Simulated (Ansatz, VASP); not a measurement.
## One calculation of Mn, two programs

```
CELL_PARAMETERS angstrom
2.45063 0.00000 0.00000
-1.22532 2.12231 0.00000
0.00000 0.00000 7.92814
ATOMIC_POSITIONS crystal
Mn 0.00000 0.00000 0.00000
Mn 0.00000 0.00000 0.50000
Mn 0.33333 0.66667 0.25000
Mn 0.66667 0.33333 0.75000
```

Alike in both runs: task single point; functional BLYP; k mesh 16 × 16 × 5; occupations fermi-dirac, width 0.05 eV; collinear spin.

|  | VASP | Ansatz |
| --- | --- | --- |
| version | VASP 6.6.1 | Ansatz 0.2.0 |
| potentials or method | VASP PAW PBE potentials, release 64 (Mn_pv), cutoff 520 eV | plane waves (420 eV) with PAW, scalar-relativistic |
| valence electrons in the cell | 52 | 60 |

```csv
,VASP,Ansatz,Ansatz less VASP
pressure (GPa),22.1,22.0,-0.07
"traceless stress, the component that is largest in VASP (GPa)",-0.95,-0.86,+0.090
net moment per atom (μB),0.00,0.00,0.000
```

VASP's potentials were made for PBE, not for BLYP. VASP's potentials hold 52 valence electrons a cell and Ansatz's 60, so a difference there can come from the potentials and not from the codes. Ansatz's warnings: seeded moment not kept.
